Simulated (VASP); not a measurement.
# Pd (Fm-3m) in VASP: settings compared, part 2 of 2

VASP 6.6.1.

## (3) Single point, RPBE+D3(BJ)+U, non-collinear spin, zero start, spin-orbit coupling

INCAR reads:

```
ALGO = Normal
EDIFF = 1E-6
ENCUT = 540
GGA = RP
GGA_COMPAT = False
ISIF = 2
ISMEAR = -1
IVDW = 12
LASPH = True
LCHARG = True
LDAU = True
LDAUJ = 0
LDAUL = 2
LDAUPRINT = 1
LDAUTYPE = 2
LDAUU = 3
LMAXMIX = 4
LORBIT = 11
LORBMOM = True
LREAL = False
LSORBIT = True
LVHAR = True
LWAVE = False
MAGMOM = 0 0 0
NBANDS = 29
NELM = 200
PREC = Accurate
SIGMA = 0.01
```

KPOINTS reads:

```
k-points
0
Gamma
  12 12 12
```

POSCAR reads:

```
Pd
1.0
    0.0000000000      1.9465000000      1.9465000000
    1.9465000000      0.0000000000      1.9465000000
    1.9465000000      1.9465000000      0.0000000000
Pd
1
Direct
    0.0000000000      0.0000000000      0.0000000000
```

Potentials or basis: VASP PAW PBE potentials, release 64 (Pd_sv_GW).

Command:

```
$ cat potpaw_PBE.64/Pd_sv_GW/POTCAR > POTCAR
$ mpirun -np 1 vasp_ncl > vasp.out
```

OUTCAR:

```text
EDIFF = 1E-6
   ENCUT = 540
   GGA = RP
   ISIF = 2
   ISMEAR = -1
   IVDW = 12
   LASPH = True
   LORBIT = 11
   LREAL = False
   LSORBIT = True
   NELM = 200
   PREC = Accurate
 IVDW          = 12

 ion  position               nearest neighbor table
   1  0.000  0.000  0.000-

  LATTYP: Found a face centered cubic cell.
 ALAT       =     3.8930000000

  Lattice vectors:

 A1 = (   0.0000000000,   1.9465000000,   1.9465000000)
 A2 = (   1.9465000000,   0.0000000000,   1.9465000000)
 A3 = (   1.9465000000,   1.9465000000,   0.0000000000)

Analysis of symmetry for initial positions (statically):
=====================================================================
 Subroutine PRICEL returns:
 Original cell was already a primitive cell.

 Routine SETGRP: Setting up the symmetry group for a
 face centered cubic supercell.

 Subroutine GETGRP returns: Found 48 space group operations
 (whereof 48 operations were pure point group operations)
 out of a pool of 48 trial point group operations.

The static configuration has the point symmetry O_h .

Analysis of symmetry for dynamics (positions and initial velocities):
[... 1036 lines left out ...]

  energy  without entropy=       -4.1210185387  energy(sigma->0) =       -4.12139991

 orbital moment (x)

 # of ion     p       d       f       tot
 ------------------------------------------------
  1         0.000   0.000   0.000   0.000
 ------------------------------------------------
            0.000   0.000   0.000   0.000

 orbital moment (y)

 # of ion     p       d       f       tot
 ------------------------------------------------
  1         0.000  -0.000   0.000  -0.000
 ------------------------------------------------
            0.000  -0.000   0.000  -0.000

 orbital moment (z)

 # of ion     p       d       f       tot
 ------------------------------------------------
  1         0.000   0.000   0.000   0.000
 ------------------------------------------------
            0.000   0.000   0.000   0.000

 Spin-Orbit-Coupling matrix elements

 Ion:    1  E_soc:     -0.6650735
 l=   1
     0.0000000    -0.0946684    -0.0946684
    -0.0946684     0.0000000    -0.0946684
    -0.0946684    -0.0946684     0.0000000
 l=   2
     0.0000000    -0.0037814     0.0000000    -0.0037814    -0.0123957
    -0.0037814     0.0000000    -0.0092968    -0.0037814    -0.0030989
     0.0000000    -0.0092968     0.0000000    -0.0092968     0.0000000
    -0.0037814    -0.0037814    -0.0092968     0.0000000    -0.0030989
    -0.0123957    -0.0030989     0.0000000    -0.0030989     0.0000000
 l=   3
     0.0000000    -0.0000000     0.0000000     0.0000000     0.0000000    -0.0000000    -0.0000001
    -0.0000000     0.0000000    -0.0000000     0.0000000    -0.0000000    -0.0000000    -0.0000000
     0.0000000    -0.0000000     0.0000000    -0.0000001    -0.0000000    -0.0000000     0.0000000
     0.0000000     0.0000000    -0.0000001     0.0000000    -0.0000001     0.0000000     0.0000000
     0.0000000    -0.0000000    -0.0000000    -0.0000001     0.0000000    -0.0000000     0.0000000
    -0.0000000    -0.0000000    -0.0000000     0.0000000    -0.0000000     0.0000000    -0.0000000
    -0.0000001    -0.0000000     0.0000000     0.0000000     0.0000000    -0.0000000     0.0000000

 total charge

# of ion       s       p       d       f       tot
--------------------------------------------------
    1        2.154   6.077   7.500   0.011  15.742

 magnetization (x)

# of ion       s       p       d       f       tot
--------------------------------------------------
    1       -0.000  -0.000   0.000  -0.000   0.000

 magnetization (y)

# of ion       s       p       d       f       tot
--------------------------------------------------
    1        0.000  -0.000   0.000  -0.000  -0.000

 magnetization (z)

# of ion       s       p       d       f       tot
--------------------------------------------------
    1       -0.000  -0.000  -0.000   0.000  -0.000
```

OSZICAR:

```text
N       E                     dE             d eps       ncg     rms          rms(c)
DAV:   1     0.429105509265E+03    0.42911E+03   -0.10407E+04  4320   0.179E+03
DAV:   2     0.314577974678E+02   -0.39765E+03   -0.36699E+03  4176   0.773E+02
DAV:   3    -0.237123258600E+00   -0.31695E+02   -0.30950E+02  6526   0.255E+02
DAV:   4    -0.103446805475E+01   -0.79734E+00   -0.79531E+00  6110   0.510E+01
DAV:   5    -0.107465332488E+01   -0.40185E-01   -0.40183E-01  6811   0.103E+01    0.320E+01
DAV:   6    -0.643889751984E+00    0.43076E+00   -0.11396E+00  6070   0.282E+01    0.134E+01
DAV:   7    -0.641519563026E+00    0.23702E-02   -0.55291E-02  5747   0.553E+00    0.620E+00
DAV:   8    -0.643042777933E+00   -0.15232E-02   -0.83203E-03  6627   0.207E+00    0.498E-01
DAV:   9    -0.643766209461E+00   -0.72343E-03   -0.61651E-04  6869   0.589E-01    0.135E-01
DAV:  10    -0.643797443719E+00   -0.31234E-04   -0.92376E-05  6724   0.175E-01    0.585E-02
DAV:  11    -0.643847040566E+00   -0.49597E-04   -0.29682E-05  6353   0.149E-01    0.188E-02
DAV:  12    -0.643849497314E+00   -0.24567E-05   -0.44028E-06  5465   0.359E-02    0.107E-02
DAV:  13    -0.643849991525E+00   -0.49421E-06   -0.25490E-07  3063   0.165E-02
   1 F= -.41217813E+01 E0= -.41213999E+01  d E =-.762736E-03  mag=     0.0000     0.0000    -0.0000
```

Wall time 98 s (1 thread of Intel Xeon Platinum 8259CL at 2.50GHz (Skylake/Cascade Lake), shared host); peak memory 0.25 GiB.

What came out:

```yaml
Free_energy: -4.1218 eV
Pressure: -32.8 GPa
Net_moment: 0.00 μB per cell
Valence_electrons_inside_the_program's_atomic_spheres: Pd 15.74
Dispersion_energy_per_atom: -3.478 eV
```

Moments on the atoms (μB; x, y, z):
```
Pd  0.00 0.00 0.00
```

Caveat: three body term missing; the cell stands under tension; the PAW data sets were made with another functional, which shifts forces and pressure a little; the U is typed as a test and isn't derived for this compound. The state reached can hang on the start; a lower one may exist.

## (4) Vibrations by perturbation theory, LDA

INCAR reads:

```
SYSTEM = Pd
PREC = Accurate
ENCUT = 520
EDIFF = 1E-8
ISMEAR = -1
SIGMA = 0.05
LREAL = .FALSE.
LASPH = .TRUE.
NELM = 60
ALGO = Normal
ISIF = 2
LWAVE = .FALSE.
LCHARG = .FALSE.
GGA = CA
IBRION = 8
NSW = 1
```

KPOINTS reads:

```
regular mesh
0
G
  10 10 10
  0 0 0
```

POSCAR is that of step 3.

Potentials or basis: VASP PAW LDA potentials, release 64 (Pd).

Command:

```
$ cat potpaw_LDA.64/Pd/POTCAR > POTCAR
$ mpirun -np 1 vasp_std > vasp.out
```

OUTCAR:

```text
SYSTEM = Pd
   PREC = Accurate
   ENCUT = 520
   EDIFF = 1E-8
   ISMEAR = -1
   LREAL = .FALSE.
   LASPH = .TRUE.
   NELM = 60
   ISIF = 2
   GGA = CA
   IBRION = 8
   NSW = 1

 ion  position               nearest neighbor table
   1  0.000  0.000  0.000-

  LATTYP: Found a face centered cubic cell.
 ALAT       =     3.8930000000

  Lattice vectors:

 A1 = (   0.0000000000,   1.9465000000,   1.9465000000)
 A2 = (   1.9465000000,   0.0000000000,   1.9465000000)
 A3 = (   1.9465000000,   1.9465000000,   0.0000000000)

Analysis of symmetry for initial positions (statically):
=====================================================================
 Subroutine PRICEL returns:
 Original cell was already a primitive cell.

 Routine SETGRP: Setting up the symmetry group for a
 face centered cubic supercell.

 Subroutine GETGRP returns: Found 48 space group operations
 (whereof 48 operations were pure point group operations)
 out of a pool of 48 trial point group operations.
[... 499 lines left out ...]
  free energy    TOTEN  =        -0.23739514 eV

  energy without entropy =       -0.23739514

------------------------ aborting loop because EDIFF is reached ----------------------------------------

 INTERNAL STRAIN TENSOR  FOR ION    1  DIRECTION 1   (eV/Angst):
 -----------------------------------------------------------------------------
     0.00687  0.00000 -0.00000
    -0.00000 -0.00126 -0.00000
     0.00000 -0.00000 -0.00126

 INTERNAL STRAIN TENSOR FOR ION    1 for displacements in x,y,z  (eV/Angst):
          X           Y           Z          XY          YZ          ZX
  --------------------------------------------------------------------------------
  x     0.00000     0.00000     0.00000     0.00000     0.00000     0.00000
  y     0.00000     0.00000     0.00000     0.00000     0.00000     0.00000
  z     0.00000     0.00000     0.00000     0.00000     0.00000     0.00000

 SECOND DERIVATIVES (NOT SYMMETRIZED)
 ------------------------------------
               1X          1Y          1Z
  1X     0.008932    0.000000    0.000000
  1Y     0.000000    0.008932    0.000000
  1Z     0.000000    0.000000    0.008932

 Eigenvectors and eigenvalues of the dynamical matrix
 ----------------------------------------------------

   1 f/i=    0.143223 THz     0.899899 2PiTHz    4.777417 cm-1     0.592324 meV
             X         Y         Z           dx          dy          dz
      0.000000  0.000000  0.000000     1.000000    0.000000    0.000000

   2 f/i=    0.143223 THz     0.899899 2PiTHz    4.777417 cm-1     0.592324 meV
             X         Y         Z           dx          dy          dz
      0.000000  0.000000  0.000000     0.000000    1.000000    0.000000

   3 f/i=    0.143223 THz     0.899899 2PiTHz    4.777417 cm-1     0.592324 meV
             X         Y         Z           dx          dy          dz
      0.000000  0.000000  0.000000     0.000000    0.000000    1.000000

--------------------------------------------------------------------------------------------------------

 ELASTIC MODULI CONTR FROM IONIC RELAXATION (kBar)
 Direction    XX          YY          ZZ          XY          YZ          ZX
 --------------------------------------------------------------------------------
 XX           0.0000      0.0000      0.0000      0.0000      0.0000      0.0000
 YY           0.0000      0.0000      0.0000      0.0000      0.0000      0.0000
 ZZ           0.0000      0.0000      0.0000      0.0000      0.0000      0.0000
 XY           0.0000      0.0000      0.0000      0.0000      0.0000      0.0000
 YZ           0.0000      0.0000      0.0000      0.0000      0.0000      0.0000
 ZX           0.0000      0.0000      0.0000      0.0000      0.0000      0.0000
 --------------------------------------------------------------------------------
```

OSZICAR:

```text
N       E                     dE             d eps       ncg     rms          rms(c)
DAV:   1     0.389091726052E+02    0.38909E+02   -0.53448E+03   846   0.104E+03
DAV:   2    -0.641478634906E+01   -0.45324E+02   -0.43911E+02   932   0.196E+02
DAV:   3    -0.682832205062E+01   -0.41354E+00   -0.39494E+00   969   0.216E+01
DAV:   4    -0.683077629490E+01   -0.24542E-02   -0.24534E-02  1021   0.150E+00
[... 22 lines left out ...]
RMM:   8    -0.237395076659E+00    0.20942E-05   -0.18746E-07  3270   0.949E-04    0.264E-05
RMM:   9    -0.237395123071E+00   -0.46411E-07   -0.18088E-07  3406   0.439E-04    0.181E-06
RMM:  10    -0.237395133347E+00   -0.10276E-07   -0.17826E-07  3404   0.346E-04    0.417E-07
RMM:  11    -0.237395133963E+00   -0.61612E-09   -0.16166E-07  2468   0.341E-04    0.104E-07
RMM:  12    -0.237395135192E+00   -0.12297E-08   -0.16853E-07  1962   0.341E-04    0.841E-08
 Linear response finished
```

stdout:

```text
POSCAR found type information on POSCAR Pd
 POSCAR found :  1 types and       1 ions
 scaLAPACK will be used
 LDA part: xc-table for (Slater(with rela. corr.)+CA(PZ))
 , standard interpolation
 POSCAR, INCAR and KPOINTS ok, starting setup
 FFT: planning ... GRIDC
 FFT: planning ... GRID_SOFT
 FFT: planning ... GRID
 WAVECAR not read
 entering main loop
 Linear response reoptimize wavefunctions to high precision
 Linear response DOF=           1
 Linear response progress:
 first order change of Fermi-energy  -0.35692E-03
 force on displaced ion       1 direction 1 :   0.009   0.000   0.000
 Linear response finished
```

It took 22 s on 1 thread of Intel Xeon 8259CL, shared host; peak memory 0.15 GiB.

Caveat: the cell stands under pressure or tension, which shifts response properties.
